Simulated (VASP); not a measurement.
# Cu in VASP: notebook, part 2 of 3

VASP 6.6.1. Earlier steps stand in the parts before.

**4. Electric field gradients, PBEsol (zz strain of -1 %)**

The input, INCAR:

```
PREC     = Accurate       # precision mode
ENCUT    = 520            # plane-wave cutoff, eV
EDIFF    = 1E-8           # SCF threshold, eV
ISMEAR   = -1             # smearing method
SIGMA    = 0.03           # smearing width, eV
LREAL    = F              # projectors in reciprocal space
LASPH    = T              # aspherical terms in the spheres
NELM     = 60             # most SCF steps
ALGO     = Normal         # electronic algorithm
ISIF     = 2              # what is computed and relaxed
LWAVE    = F              # write WAVECAR
LCHARG   = F              # write CHGCAR
GGA      = PS             # functional
LEFG     = T            
NBANDS   = 12             # bands
```

The input, KPOINTS:

```
regular mesh
0
Gamma
  17 17 17
```

The input, POSCAR:

```
Cu
1.0
    0.0000000000      1.8075000000      1.7894250000
    1.8075000000      0.0000000000      1.7894250000
    1.8075000000      1.8075000000      0.0000000000
Cu
1
Direct
    0.0000000000      0.0000000000      0.0000000000
```

Potentials or basis: VASP PAW PBE potentials, release 64 (Cu).

The run is started by

```bash
$ cat potpaw_PBE.64/Cu/POTCAR > POTCAR
$ mpirun -np 1 vasp_std > vasp.out
```

OUTCAR:

```text
PREC = Accurate
   ENCUT = 520
   EDIFF = 1E-8
   ISMEAR = -1
   LREAL = F
   LASPH = T
   NELM = 60
   ISIF = 2
   GGA = PS

 ion  position               nearest neighbor table
   1  0.000  0.000  0.000-

  LATTYP: Found a body centered tetragonal cell.
 ALAT       =     2.5561910140
 C/A-ratio  =     1.4000714267

  Lattice vectors:

 A1 = (   0.0000000000,  -1.8075000000,  -1.7894250000)
 A2 = (   0.0000000000,   1.8075000000,  -1.7894250000)
 A3 = (   1.8075000000,   0.0000000000,   1.7894250000)
[... 564 lines left out ...]
    total drift:                               -0.000000     -0.000000     -0.000000

  FREE ENERGIE OF THE ION-ELECTRON SYSTEM (eV)
  ---------------------------------------------------
  free  energy   TOTEN  =        -4.3032140059 eV

  energy  without entropy=       -4.3023613580  energy(sigma->0) =       -4.30278768

 Electric field gradients (V/A^2)
---------------------------------------------------------------------
 ion       V_xx      V_yy      V_zz      V_xy      V_xz      V_yz
---------------------------------------------------------------------
   1       0.425     0.425    -0.851     0.002     0.003     0.003
---------------------------------------------------------------------

 Electric field gradients after diagonalization (V/A^2)
 (convention: |V_zz| > |V_xx| > |V_yy|)
----------------------------------------------------------------------
 ion       V_xx      V_yy      V_zz     asymmetry (V_yy - V_xx)/ V_zz
----------------------------------------------------------------------
   1       0.427     0.424    -0.851       0.004
----------------------------------------------------------------------

           NMR quadrupolar parameters

 Cq : quadrupolar parameter    Cq=e*Q*V_zz/h
 eta: asymmetry parameters     (V_yy - V_xx)/ V_zz
 Q  : nuclear electric quadrupole moment in mb (millibarn)
----------------------------------------------------------------------
 ion       Cq(MHz)       eta       Q (mb)
----------------------------------------------------------------------
   1      -0.002       0.004       1.000
----------------------------------------------------------------------
```

OSZICAR:

```text
N       E                     dE             d eps       ncg     rms          rms(c)
DAV:   1     0.414043726083E+02    0.41404E+02   -0.54187E+03 10940   0.154E+03
DAV:   2    -0.406680485676E+01   -0.45471E+02   -0.41869E+02  9996   0.203E+02
DAV:   3    -0.538483737472E+01   -0.13180E+01   -0.13091E+01 11440   0.398E+01
DAV:   4    -0.539304205201E+01   -0.82047E-02   -0.82037E-02 10888   0.275E+00
DAV:   5    -0.539311622482E+01   -0.74173E-04   -0.74172E-04 11616   0.267E-01    0.840E+00
DAV:   6    -0.476088525538E+01    0.63223E+00   -0.17582E+01 11628   0.794E+01    0.435E+00
DAV:   7    -0.431733343825E+01    0.44355E+00   -0.27282E+00 11588   0.312E+01    0.581E-01
DAV:   8    -0.430494170710E+01    0.12392E-01   -0.53589E-03 11104   0.111E+00    0.309E-01
DAV:   9    -0.430320519145E+01    0.17365E-02   -0.95227E-03 12100   0.166E+00    0.210E-02
DAV:  10    -0.430321301719E+01   -0.78257E-05   -0.25352E-05 13220   0.756E-02    0.784E-03
DAV:  11    -0.430321396065E+01   -0.94346E-06   -0.11228E-06 12240   0.211E-02    0.286E-04
DAV:  12    -0.430321397939E+01   -0.18742E-07   -0.10111E-08  7600   0.129E-03    0.863E-05
DAV:  13    -0.430321399975E+01   -0.20356E-07   -0.25312E-09  6768   0.634E-04    0.153E-05
DAV:  14    -0.430321400588E+01   -0.61327E-08   -0.28988E-10  5760   0.246E-04
   1 F= -.43032140E+01 E0= -.43027877E+01  d E =-.852648E-03
```

stdout:

```text
POSCAR found type information on POSCAR Cu
 POSCAR found :  1 types and       1 ions
 scaLAPACK will be used
 -----------------------------------------------------------------------------
|                                                                             |
|                                                                             |
|     You enforced a specific xc type in the INCAR file but a different       |
|     I HOPE YOU KNOW WHAT YOU ARE DOING!                                     |
|                                                                             |
 -----------------------------------------------------------------------------

 LDA part: xc-table for (Slater+PW92), standard interpolation
 POSCAR, INCAR and KPOINTS ok, starting setup
 FFT: planning ... GRIDC
 FFT: planning ... GRID_SOFT
 FFT: planning ... GRID
 WAVECAR not read
 entering main loop
ion   1
```

Wall time 1.8 min (1 thread of AMD EPYC 7R13, shared host); peak memory 0.14 GiB.

What came out:

```yaml
Free_energy: -4.3032 eV
Pressure: -4.6 GPa
```

Stress tensor (GPa, compression positive):
```
-4.86  0.00  0.00
 0.00 -4.86  0.00
 0.00  0.00 -4.14
```

Electric field gradients, principal values (V/Å²):
| atom | least | middle | greatest (by size) |
| --- | --- | --- | --- |
| 1 Cu | 0.424 | 0.427 | -0.851 |

Caveat: the cell differs from its parent crystal (zz strain of -1 %); without QUAD_EFG the Cq values of the log hold for a quadrupole moment of 1 mb, not for the nuclei; the PAW data sets were made with another functional, which shifts forces and pressure a little.

**5. Electric field gradients, PBEsol (zz strain of +2 %)**

The input, INCAR:

```
ALGO = Normal
EDIFF = 1E-8
ENCUT = 520
GGA = PS
ISIF = 2
ISMEAR = -1
LASPH = True
LCHARG = False
LEFG = True
LREAL = False
LWAVE = False
NBANDS = 12
NELM = 100
PREC = Accurate
SIGMA = 0.03
```

The input, KPOINTS:

```
k-points
0
Gamma
  17 17 17
```

The input, POSCAR:

```
Cu
1.0
    0.0000000000      1.8075000000      1.8436500000
    1.8075000000      0.0000000000      1.8436500000
    1.8075000000      1.8075000000      0.0000000000
Cu
1
Direct
    0.0000000000      0.0000000000      0.0000000000
```

Potentials or basis: VASP PAW PBE potentials, release 64 (Cu).

The run is started by

```bash
$ cat potpaw_PBE.64/Cu/POTCAR > POTCAR
$ mpirun -np 1 vasp_std > vasp.out
```

OUTCAR:

```text
EDIFF = 1E-8
   ENCUT = 520
   GGA = PS
   ISIF = 2
   ISMEAR = -1
   LASPH = True
   LREAL = False
   NELM = 100
   PREC = Accurate

 ion  position               nearest neighbor table
   1  0.000  0.000  0.000-

  LATTYP: Found a body centered tetragonal cell.
 ALAT       =     2.5561910140
 C/A-ratio  =     1.4424978336

  Lattice vectors:

 A1 = (  -1.8075000000,   0.0000000000,   1.8436500000)
 A2 = (   1.8075000000,   0.0000000000,   1.8436500000)
 A3 = (   0.0000000000,   1.8075000000,  -1.8436500000)

Analysis of symmetry for initial positions (statically):
=====================================================================
 Subroutine PRICEL returns:
 Original cell was already a primitive cell.

 Routine SETGRP: Setting up the symmetry group for a
 body centered tetragonal supercell.

 Subroutine GETGRP returns: Found 16 space group operations
 (whereof 16 operations were pure point group operations)
 out of a pool of 16 trial point group operations.

The static configuration has the point symmetry D_4h.

Analysis of symmetry for dynamics (positions and initial velocities):
=====================================================================
 Subroutine PRICEL returns:
 Original cell was already a primitive cell.

 Routine SETGRP: Setting up the symmetry group for a
 body centered tetragonal supercell.

 Subroutine GETGRP returns: Found 16 space group operations
 (whereof 16 operations were pure point group operations)
 out of a pool of 16 trial point group operations.

The dynamic configuration has the point symmetry D_4h.

[... 151 lines left out ...]
  band No.  band energies     occupation
      1      -2.0807      2.00000
      2       4.1187      2.00000
      3       4.2130      2.00000
      4       4.2130      2.00000
      5       4.9378      2.00000
      6       5.0342      2.00000
      7      29.5894      0.00000
      8      32.0062      0.00000
      9      32.0661      0.00000
     10      32.0661      0.00000
     11      34.4930      0.00000
     12      34.4943      0.00000
[... 331 lines left out ...]
 k-point    24 :      -0.1176    0.0588    0.0000
  band No.  band energies     occupation
      1      -1.2973      2.00000
      2       4.0399      2.00000
      3       4.2615      2.00000
      4       4.3392      2.00000
      5       4.9229      2.00000
      6       4.9865      2.00000
      7      25.1005      0.00000
      8      27.5518      0.00000
      9      31.2846      0.00000
     10      32.5148      0.00000
     11      35.2364      0.00000
     12      35.4790      0.00000

 [... further k-points ...]
[... 5 lines left out ...]
  --------------------------------------------------------------------------------------
  -------------------------------------------------------------------------------------
  Total       -0.6089806     -0.6089806     -0.7071884      0.0000000      0.0000000      0.0000000
  in kB      -80.9932766    -80.9932766    -94.0547315      0.0000000      0.0000000      0.0000000
  external PRESSURE =     -85.3470949 kB  Pullay stress =       0.0000000 kB

 VOLUME and BASIS-vectors are now :
 -----------------------------------------------------------------------------
  energy-cutoff  :      520.00
  volume of cell :       12.05
      direct lattice vectors                 reciprocal lattice vectors
     0.000000000  1.807500000  1.843650000    -0.276625173  0.276625173  0.271201150
     1.807500000  0.000000000  1.843650000     0.276625173 -0.276625173  0.271201150
     1.807500000  1.807500000  0.000000000     0.276625173  0.276625173 -0.271201150

 POSITION                                       TOTAL-FORCE (eV/Angst)
 -----------------------------------------------------------------------------------
      0.00000      0.00000      0.00000        -0.000000     -0.000000     -0.000000
 -----------------------------------------------------------------------------------
    total drift:                               -0.000000     -0.000000     -0.000000

  FREE ENERGIE OF THE ION-ELECTRON SYSTEM (eV)
  ---------------------------------------------------
  free  energy   TOTEN  =        -4.2882738745 eV

  energy  without entropy=       -4.2872268904  energy(sigma->0) =       -4.28775038

 Electric field gradients (V/A^2)
---------------------------------------------------------------------
 ion       V_xx      V_yy      V_zz      V_xy      V_xz      V_yz
---------------------------------------------------------------------
   1      -0.616    -0.616     1.231     0.004     0.001     0.001
---------------------------------------------------------------------

 Electric field gradients after diagonalization (V/A^2)
 (convention: |V_zz| > |V_xx| > |V_yy|)
----------------------------------------------------------------------
 ion       V_xx      V_yy      V_zz     asymmetry (V_yy - V_xx)/ V_zz
----------------------------------------------------------------------
   1      -0.620    -0.611     1.231       0.007
----------------------------------------------------------------------

           NMR quadrupolar parameters

 Cq : quadrupolar parameter    Cq=e*Q*V_zz/h
 eta: asymmetry parameters     (V_yy - V_xx)/ V_zz
 Q  : nuclear electric quadrupole moment in mb (millibarn)
----------------------------------------------------------------------
 ion       Cq(MHz)       eta       Q (mb)
----------------------------------------------------------------------
   1       0.003       0.007       1.000
----------------------------------------------------------------------
```

OSZICAR:

```text
N       E                     dE             d eps       ncg     rms          rms(c)
DAV:   1     0.408993756637E+02    0.40899E+02   -0.53988E+03 10820   0.152E+03
DAV:   2    -0.407655298910E+01   -0.44976E+02   -0.41522E+02 10040   0.202E+02
DAV:   3    -0.535682334924E+01   -0.12803E+01   -0.12731E+01 11400   0.391E+01
DAV:   4    -0.536469425775E+01   -0.78709E-02   -0.78695E-02 11064   0.271E+00
DAV:   5    -0.536476874198E+01   -0.74484E-04   -0.74483E-04 11548   0.268E-01    0.836E+00
DAV:   6    -0.477468266744E+01    0.59009E+00   -0.18059E+01 11572   0.798E+01    0.453E+00
DAV:   7    -0.430136218042E+01    0.47332E+00   -0.28692E+00 11556   0.318E+01    0.548E-01
DAV:   8    -0.429021305482E+01    0.11149E-01   -0.59760E-03 11520   0.130E+00    0.328E-01
DAV:   9    -0.428826652456E+01    0.19465E-02   -0.11056E-02 11924   0.178E+00    0.229E-02
DAV:  10    -0.428827272544E+01   -0.62009E-05   -0.32119E-05 14032   0.905E-02    0.676E-03
DAV:  11    -0.428827388409E+01   -0.11586E-05   -0.61356E-07 12056   0.148E-02    0.459E-04
DAV:  12    -0.428827387453E+01    0.95552E-08   -0.15027E-08  8012   0.194E-03
   1 F= -.42882739E+01 E0= -.42877504E+01  d E =-.104698E-02
```

stdout:

```text
POSCAR found type information on POSCAR Cu
 POSCAR found :  1 types and       1 ions
 scaLAPACK will be used
 -----------------------------------------------------------------------------
|                                                                             |
|                                                                             |
|     You enforced a specific xc type in the INCAR file but a different       |
|     I HOPE YOU KNOW WHAT YOU ARE DOING!                                     |
|                                                                             |
 -----------------------------------------------------------------------------

 LDA part: xc-table for (Slater+PW92), standard interpolation
 POSCAR, INCAR and KPOINTS ok, starting setup
 FFT: planning ... GRIDC
 FFT: planning ... GRID_SOFT
 FFT: planning ... GRID
 WAVECAR not read
 entering main loop
ion   1
```

It took 90 s on 1 thread of AMD EPYC 7R13, shared host; peak memory 0.14 GiB.

What came out:

* Free energy: -4.2883 eV
* Pressure: -8.5 GPa

Electric field gradients, principal values (V/Å²):
```tsv
atom	least	middle	greatest (by size)
1 Cu	-0.611	-0.620	1.231
```

Caveat: the cell differs from its parent crystal (zz strain of +2 %); without QUAD_EFG the Cq values of the log hold for a quadrupole moment of 1 mb, not for the nuclei; the PAW data sets were made with another functional, which shifts forces and pressure a little.

(Part 2 of 3 ends here.)
